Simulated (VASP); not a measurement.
# Sc7As (P-3m1) in VASP: further runs

Sc7As is run at these levels: PBE; tasks: single point, relaxation of cell and atoms.

Program: VASP 6.6.1. These are calculated values, not measurements. Logs are shortened: lines on timing, memory, paths and dates and some standing lists are left out, and cuts for length are marked.

## 1. The cell of the first run

It takes space group P-3m1 (No. 164, trigonal). Conventional cell: a = 3.453 Å, b = 3.453 Å, c = 19.041 Å, α = 90.00°, β = 90.00°, γ = 120.00°. Sc (site symmetry 3m) has 12 Sc at 3.22 to 3.45 Å within 4.2 Å. Within 4.3 Å of Sc (site symmetry -3m) lie 12 Sc at 3.27 to 3.45 Å. Within 3.5 Å of Sc (site symmetry 3m) lie 3 As at 2.63 Å and 9 Sc at 3.35 to 3.45 Å. Sc (site symmetry 3m) has 12 Sc at 3.22 to 3.45 Å within 4.2 Å. As (site symmetry -3m) has 6 Sc at 2.63 Å and 6 As at 3.45 Å within 3.5 Å.

## 2. Single point, PBE

The input, INCAR:

```
ALGO = Fast
EDIFF = 1E-7
ENCUT = 520
GGA = PE
ISIF = 2
ISMEAR = 0
LASPH = T
LCHARG = F
LREAL = F
LWAVE = F
NBANDS = 51
NELM = 60
PREC = Accurate
SIGMA = 0.1
```

The input, KPOINTS:

```
k-points
0
Gamma
  12 12 2
```

The input, POSCAR:

```
Sc7As
1.0
    3.4533508627      0.0000000000      0.0000000000
   -1.7266754313      2.9906895752      0.0000000000
    0.0000000000      0.0000000000     19.0411286460
Sc As
7 1
Direct
    0.6666666667      0.3333333333      0.6360131311
    0.0000000000      0.0000000000      0.5000000000
    0.3333333333      0.6666666667      0.3639868689
    0.6666666667      0.3333333333      0.9100819682
    0.3333333333      0.6666666667      0.0899180318
    0.6666666667      0.3333333333      0.2313061829
    0.3333333333      0.6666666667      0.7686938171
    0.0000000000      0.0000000000      0.0000000000
```

Potentials or basis: VASP PAW PBE potentials, release 64 (Sc_sv, As).

Command:

```console
$ cat potpaw_PBE.64/Sc_sv/POTCAR potpaw_PBE.64/As/POTCAR > POTCAR
$ mpirun -np 1 vasp_std > vasp.out
```

OUTCAR:

```text
EDIFF = 1E-7
   ENCUT = 520
   GGA = PE
   ISIF = 2
   ISMEAR = 0
   LASPH = T
   LREAL = F
   NELM = 60
   PREC = Accurate

 ion  position               nearest neighbor table
   1  0.667  0.333  0.636-   7 3.22   7 3.22   7 3.22   2 3.27   2 3.27   2 3.27
   2  0.000  0.000  0.500-   1 3.27   3 3.27   3 3.27   1 3.27   1 3.27   3 3.27
   3  0.333  0.667  0.364-   6 3.22   6 3.22   6 3.22   2 3.27   2 3.27   2 3.27
   4  0.667  0.333  0.910-   8 2.63   8 2.63   8 2.63   7 3.35   7 3.35   7 3.35
   5  0.333  0.667  0.090-   8 2.63   8 2.63   8 2.63   6 3.35   6 3.35   6 3.35
   6  0.667  0.333  0.231-   3 3.22   3 3.22   3 3.22   5 3.35   5 3.35   5 3.35
   7  0.333  0.667  0.769-   1 3.22   1 3.22   1 3.22   4 3.35   4 3.35   4 3.35
   8  0.000  0.000  0.000-   4 2.63   5 2.63   5 2.63   4 2.63   4 2.63   5 2.63

  LATTYP: Found a hexagonal cell.
 ALAT       =     3.4533508627
 C/A-ratio  =     5.5138123530

  Lattice vectors:

 A1 = (   3.4533508627,   0.0000000000,   0.0000000000)
 A2 = (  -1.7266754313,   2.9906895752,   0.0000000000)
 A3 = (   0.0000000000,   0.0000000000,  19.0411286460)

Analysis of symmetry for initial positions (statically):
=====================================================================
 Subroutine PRICEL returns:
 Original cell was already a primitive cell.

 Routine SETGRP: Setting up the symmetry group for a
 hexagonal supercell.

 Subroutine GETGRP returns: Found 12 space group operations
 (whereof 12 operations were pure point group operations)
 out of a pool of 24 trial point group operations.

The static configuration has the point symmetry D_3d.

Analysis of symmetry for dynamics (positions and initial velocities):
=====================================================================
 Subroutine PRICEL returns:
 Original cell was already a primitive cell.

 Routine SETGRP: Setting up the symmetry group for a
 hexagonal supercell.

 Subroutine GETGRP returns: Found 12 space group operations
 (whereof 12 operations were pure point group operations)
 out of a pool of 24 trial point group operations.

The dynamic configuration has the point symmetry D_3d.

 Subroutine INISYM returns: Found 12 space group operations
 (whereof 12 operations are pure point group operations),
 and found     1 'primitive' translations

----------------------------------------------------------------------------------------

                                     Primitive cell

  volume of cell :     196.6549

  direct lattice vectors                    reciprocal lattice vectors
     3.453350863  0.000000000  0.000000000     0.289573820  0.167185523  0.000000000
    -1.726675431  2.990689575  0.000000000     0.000000000  0.334371045  0.000000000
     0.000000000  0.000000000 19.041128646     0.000000000  0.000000000  0.052517895

  length of vectors
     3.453350863  3.453350863 19.041128646     0.334371045  0.334371045  0.052517895

  position of ions in fractional coordinates (direct lattice)
     0.666666667  0.333333333  0.636013131
     0.000000000  0.000000000  0.500000000
     0.333333333  0.666666667  0.363986869
     0.666666667  0.333333333  0.910081968
     0.333333333  0.666666667  0.089918032
     0.666666667  0.333333333  0.231306183
     0.333333333  0.666666667  0.768693817
     0.000000000  0.000000000  0.000000000

  ion indices of the primitive-cell ions
   primitive index   ion index
                 1           1
                 2           2
                 3           3
                 4           4
                 5           5
                 6           6
                 7           7
                 8           8

----------------------------------------------------------------------------------------

 KPOINTS: k-points

Automatic generation of k-mesh.
 Grid dimensions read from file:
 generate k-points for:   12   12    2

 Generating k-lattice:

  Cartesian coordinates                     Fractional coordinates (reciprocal lattice)
     0.024131152  0.013932127  0.000000000     0.083333333  0.000000000  0.000000000
     0.000000000  0.027864254  0.000000000     0.000000000  0.083333333  0.000000000
     0.000000000  0.000000000  0.026258948     0.000000000  0.000000000  0.500000000

  Length of vectors
     0.027864254  0.027864254  0.026258948

  Shift w.r.t. Gamma in fractional coordinates (k-lattice)
     0.000000000  0.000000000  0.000000000

 Subroutine IBZKPT returns following result:
 ===========================================

 Found     38 irreducible k-points:

 Following reciprocal coordinates:
            Coordinates               Weight
  0.000000  0.000000  0.000000      1.000000
  0.083333 -0.000000  0.000000      6.000000
  0.166667 -0.000000  0.000000      6.000000
  0.250000  0.000000  0.000000      6.000000
  0.333333  0.000000  0.000000      6.000000
  0.416667  0.000000  0.000000      6.000000
[... 16 lines left out ...]
  0.250000  0.000000  0.500000      6.000000
  0.333333  0.000000  0.500000      6.000000
 [... further k-points ...]
   k-points           NKPTS =     38   k-points in BZ     NKDIM =     38   number of bands    NBANDS=     51
   number of dos      NEDOS =    301   number of ions     NIONS =      8
   total plane-waves  NPLWV = 112896
   dimension x,y,z NGX =    28 NGY =   28 NGZ =  144
   dimension x,y,z NGXF=    56 NGYF=   56 NGZF=  288
   ions per type =               7   1
   NGX,Y,Z   is equivalent  to a cutoff of  13.48, 13.48, 12.57 a.u.
   NGXF,Y,Z  is equivalent  to a cutoff of  26.96, 26.96, 25.14 a.u.
 SYSTEM =  unknown system
   PREC   = accura    normal or accurate (medium, high low for compatibility)
   ISTART =      0    job   : 0-new  1-cont  2-samecut
   ICHARG =      2    charge: 1-file 2-atom 10-const
   ISPIN  =      1    spin polarized calculation?
   LNONCOLLINEAR =      F non collinear calculations
   LSORBIT =      F    spin-orbit coupling
   LASPH  =      T    aspherical Exc in radial PAW
   ENCUT  =  520.0 eV  38.22 Ry    6.18 a.u.   6.42  6.42 35.40*2*pi/ulx,y,z
   NELM   =     60;   NELMIN=  2; NELMDL= -5     # of ELM steps
   EDIFF  = 0.1E-06   stopping-criterion for ELM
   LREAL  =      F    real-space projection
   EDIFFG = 0.1E-05   stopping-criterion for IOM
   NSW    =      0    number of steps for IOM
   IBRION =     -1    ionic relax: 0-MD 1-quasi-New 2-CG
   NFREE  =      0    steps in history (QN), initial steepest desc. (CG)
   ISIF   =      2    stress and relaxation
   ISYM   =      2    0-nonsym 1-usesym 2-fastsym
   POTIM  = 0.5000    time-step for ionic-motion
   TEBEG  =    0.0;   TEEND  =   0.0 temperature during run
   PSTRESS=    0.0 pullay stress
   NELECT =      82.0000    total number of electrons
   NUPDOWN=      -1.0000    fix difference up-down
   EMIN   =  10.00;   EMAX   =-10.00  energy-range for DOS
   EFERMI =   0.00;   METHOD = LEGACY
   ISMEAR =     0;   SIGMA  =   0.10  broadening in eV -4-tet -1-fermi 0-gaus
   EFERMI_NEDOS =   21; number of points for ismear=-14 and -15
   IALGO  =     68    algorithm
   IMIX   =      4    mixing-type and parameters
     AMIX     =   0.40;   BMIX     =  1.00
     AMIX_MAG =   1.60;   BMIX_MAG =  1.00
  volume/ion in A,a.u.               =      24.58       165.89
  Fermi-wavevector in a.u.,A,eV,Ry     =   1.223051  2.311231 20.352323  1.495854
  Thomas-Fermi vector in A             =   2.358176
   LORBIT       =      0    0 simple, 1 ext, 2 COOP (PROOUT), +10 PAW based schemes
   GGA     = PE    functional components
   LHFCALC =     F    Hartree Fock is set to
   AEXX    =    0.0000 exact exchange contribution
   IVDW    =     0    specifies the selected vdW correction
   LEPSILON=     F    determine dielectric tensor
   LRPA    =     F    only Hartree local field effects (RPA)
 non-spin polarized calculation
 RMM-DIIS sequential band-by-band and
 Gauss-broadening in eV      SIGMA  =   0.10
  energy-cutoff  :      520.00
  volume of cell :      196.65
 maximum number of plane-waves:      5348
 NGX is ok and might be reduce to    28
   NGX = 13   NGY = 13   NGZ = 71

 number of electron      82.0000001 magnetization

 Free energy of the ion-electron system (eV)
  ---------------------------------------------------
  ext. energy  EPLUGINS =         0.00000000
  ---------------------------------------------------
  free energy    TOTEN  =       -49.98779329 eV

  energy without entropy =      -49.91906533  energy(sigma->0) =      -49.95342931

 E-fermi :   3.7223     XC(G=0):  -9.8054

 val. band max:        3.7213177348   @ k =   0.4167   0.0833   0.5000
 cond. band min:       3.7347300818   @ k =   0.2500   0.0000   0.0000
 fundamental gap:      0.0134123470
 Fermi energy:         3.7222654244

 k-point     1 :       0.0000    0.0000    0.0000
  band No.  band energies     occupation
      1     -45.9758      2.00000
      2     -45.8702      2.00000
      3     -45.8692      2.00000
      4     -45.8314      2.00000
      5     -45.8292      2.00000
      6     -45.6108      2.00000
[... 43 lines left out ...]
     50       5.2475      0.00000
     51       5.2907      0.00000

 k-point     2 :       0.0833   -0.0000    0.0000
  band No.  band energies     occupation
      1     -45.9743      2.00000
      2     -45.8685      2.00000
      3     -45.8675      2.00000
      4     -45.8305      2.00000
      5     -45.8285      2.00000
      6     -45.6094      2.00000
[... 43 lines left out ...]
     50       5.2930      0.00000
     51       5.3626      0.00000

 k-point     3 :       0.1667   -0.0000    0.0000
  band No.  band energies     occupation
      1     -45.9704      2.00000
      2     -45.8636      2.00000
      3     -45.8629      2.00000
      4     -45.8284      2.00000
      5     -45.8266      2.00000
      6     -45.6055      2.00000
[... 1123 lines left out ...]
     50       5.4016      0.00000
     51       5.5793      0.00000

 k-point    24 :       0.3333    0.0000    0.5000
  band No.  band energies     occupation
      1     -45.9595      2.00000
      2     -45.8497      2.00000
      3     -45.8494      2.00000
      4     -45.8232      2.00000
      5     -45.8223      2.00000
      6     -45.5948      2.00000
[... 43 lines left out ...]
     50       5.2278      0.00000
     51       5.3804      0.00000

 [... further k-points ...]

------------------------ aborting loop because EDIFF is reached ----------------------------------------

  FORCE on cell =-STRESS in cart. coord.  units (eV):
  Direction    XX          YY          ZZ          XY          YZ          ZX
  --------------------------------------------------------------------------------------
  -------------------------------------------------------------------------------------
  Total        0.1142582      0.1142582      0.1246376      0.0000000      0.0000000      0.0000000
  in kB        0.9308786      0.9308786      1.0154415      0.0000000      0.0000000      0.0000000
  external PRESSURE =       0.9590662 kB  Pullay stress =       0.0000000 kB

 VOLUME and BASIS-vectors are now :
 -----------------------------------------------------------------------------
  energy-cutoff  :      520.00
  volume of cell :      196.65
      direct lattice vectors                 reciprocal lattice vectors
     3.453350863  0.000000000  0.000000000     0.289573820  0.167185523  0.000000000
    -1.726675431  2.990689575  0.000000000     0.000000000  0.334371045  0.000000000
     0.000000000  0.000000000 19.041128646     0.000000000  0.000000000  0.052517895

 POSITION                                       TOTAL-FORCE (eV/Angst)
 -----------------------------------------------------------------------------------
      1.72668      0.99690     12.11041        -0.000000      0.000000     -0.000226
      0.00000      0.00000      9.52056         0.000000      0.000000      0.000000
     -0.00000      1.99379      6.93072         0.000000      0.000000      0.000226
      1.72668      0.99690     17.32899        -0.000000      0.000000     -0.039996
     -0.00000      1.99379      1.71214         0.000000     -0.000000      0.039996
      1.72668      0.99690      4.40433        -0.000000      0.000000     -0.004041
     -0.00000      1.99379     14.63680         0.000000     -0.000000      0.004041
      0.00000      0.00000      0.00000         0.000000      0.000000      0.000000
 -----------------------------------------------------------------------------------
    total drift:                                0.000000      0.000000      0.000000

  FREE ENERGIE OF THE ION-ELECTRON SYSTEM (eV)
  ---------------------------------------------------
  free  energy   TOTEN  =       -49.9877932942 eV

  energy  without entropy=      -49.9190653338  energy(sigma->0) =      -49.95342931
```

It took 8.2 min on 1 thread of Intel Xeon 6975P-C (Granite Rapids), shared host; peak memory 0.51 GiB.

What came out:

```yaml
Free_energy: -49.9878 eV
Pressure: 0.1 GPa
Largest_force: 0.040 eV/Å
Band_gap_on_the_k_mesh: zero (bands 41 and 42 overlap by 1.21 eV)
```

Forces in eV/Å, atoms in the order of the input:
```
Sc   0.000  0.000  0.000
Sc   0.000  0.000  0.000
Sc   0.000  0.000  0.000
Sc   0.000  0.000 -0.040
Sc   0.000  0.000  0.040
Sc   0.000  0.000 -0.004
Sc   0.000  0.000  0.004
As   0.000  0.000  0.000
```

Levels at points of the mesh, in eV from the Fermi level:
```tsv
k point	band 39	band 40	band 41	band 42	band 43	band 44
(0.00, 0.00, 0.00)	0.31	0.68	0.75	1.13	1.26	1.27
(0.50, 0.00, 0.00)	-0.46	-0.30	-0.23	-0.23	-0.08	-0.04
(0.00, 0.00, 0.50)	0.28	0.68	0.88	0.97	1.27	1.29
(0.50, 0.00, 0.50)	-0.45	-0.32	-0.30	-0.15	-0.06	-0.05
```

## 3. Relaxation of cell and atoms, PBE

This run uses another cell than the first one, of 24.64 Å³/atom.

The input, INCAR:

```
PREC     = Accurate       # precision mode
ENCUT    = 600            # plane-wave cutoff, eV
EDIFF    = 1E-7           # SCF threshold, eV
ISMEAR   = 0              # smearing method
SIGMA    = 0.1            # smearing width, eV
LREAL    = False          # projectors in reciprocal space
LASPH    = True           # aspherical terms in the spheres
NELM     = 80             # most SCF steps
ALGO     = Fast           # electronic algorithm
ISIF     = 3              # what is computed and relaxed
LWAVE    = False          # write WAVECAR
LCHARG   = False          # write CHGCAR
GGA      = PE             # functional
IBRION   = 2              # ionic algorithm
NSW      = 100            # ionic steps
EDIFFG   = -0.01          # ionic threshold
```

The input, KPOINTS:

```
Automatic mesh
0
Gamma
  12 12 2
```

The input, POSCAR:

```
Sc7As
1.0
    3.4502809304      0.0000000000      0.0000000000
   -1.7251404652      2.9880309359      0.0000000000
    0.0000000000      0.0000000000     19.1235159706
Sc As
7 1
Direct
    0.6666666667      0.3333333333      0.6363977736
    0.0000000000      0.0000000000      0.5000000000
    0.3333333333      0.6666666667      0.3636022264
    0.6666666667      0.3333333333      0.9108376219
    0.3333333333      0.6666666667      0.0891623781
    0.6666666667      0.3333333333      0.2306092558
    0.3333333333      0.6666666667      0.7693907442
    0.0000000000      0.0000000000      0.0000000000
```

Potentials or basis: VASP PAW PBE potentials, release 64 (Sc_sv, As).

Command:

```console
$ cat potpaw_PBE.64/Sc_sv/POTCAR potpaw_PBE.64/As/POTCAR > POTCAR
$ mpirun -np 1 vasp_std > vasp.out
```

Wall time 62 min (1 thread of AMD EPYC 9R45 (Zen 5), shared host); peak memory 0.57 GiB.

The run converged. Its results:

| Quantity | Value |
| --- | --- |
| Free energy | -49.9890 eV |
| Relaxed volume | 24.64 Å³/atom |
| Relaxed cell | a = 3.456 Å, b = 3.456 Å, c = 19.055 Å, α = 90.00°, β = 90.00°, γ = 120.00° |
| Space group after relaxing (to 0.1 Å) | P-3m1 (No. 164) |
| Energy gained by relaxing | 0.3 meV/atom |
| Ionic steps | 11 |
| Pressure after relaxing | 0.0 GPa |
| Largest force after relaxing | 0.009 eV/Å |
| Band gap on the k mesh | zero (bands 41 and 42 overlap by 1.21 eV) |

Forces in eV/Å, atoms in the order of the input:
```
Sc   0.000  0.000 -0.009
Sc   0.000  0.000  0.000
Sc   0.000  0.000  0.009
Sc   0.000  0.000  0.005
Sc   0.000  0.000 -0.005
Sc   0.000  0.000 -0.001
Sc   0.000  0.000  0.001
As   0.000  0.000  0.000
```

The path:
```
step  energy change (eV)  largest force (eV/Å)  pressure (GPa)  volume (Å³)
   1              0.0000                0.1190            0.11       197.15
   2             -0.0014                0.0585           -0.09       197.63
   3             -0.0016                0.0265           -0.19       197.89
   4             -0.0025                0.0244           -0.05       197.27
   5             -0.0025                0.0243            0.00       197.05
   6             -0.0026                0.0192            0.00       197.02
   7             -0.0027                0.0113            0.01       196.97
   8             -0.0027                0.0190            0.03       196.86
   9             -0.0028                0.0145            0.02       196.93
  10             -0.0028                0.0106           -0.02       197.07
  11             -0.0028                0.0095           -0.04       197.12
```

Final structure:
```yaml
crystal:
  lattice:
    - [3.45613, 0.00000, 0.00000]
    - [-1.72807, 2.99310, 0.00000]
    - [0.00000, 0.00000, 19.05509]
  atoms:
    - { symbol: Sc, position: [0.66667, 0.33333, 0.63617] }
    - { symbol: Sc, position: [0.00000, 0.00000, 0.50000] }
    - { symbol: Sc, position: [0.33333, 0.66667, 0.36383] }
    - { symbol: Sc, position: [0.66667, 0.33333, 0.90991] }
    - { symbol: Sc, position: [0.33333, 0.66667, 0.09009] }
    - { symbol: Sc, position: [0.66667, 0.33333, 0.23125] }
    - { symbol: Sc, position: [0.33333, 0.66667, 0.76875] }
    - { symbol: As, position: [0.00000, 0.00000, 0.00000] }
```

Levels at points of the mesh, in eV from the Fermi level:
```csv
k point,band 39,band 40,band 41,band 42,band 43,band 44
"(0.00, 0.00, 0.00)",0.31,0.67,0.75,1.13,1.25,1.25
"(0.50, 0.00, 0.00)",-0.46,-0.30,-0.23,-0.23,-0.09,-0.04
"(0.00, 0.00, 0.50)",0.28,0.67,0.89,0.96,1.26,1.26
"(0.50, 0.00, 0.50)",-0.45,-0.32,-0.30,-0.15,-0.06,-0.05
```
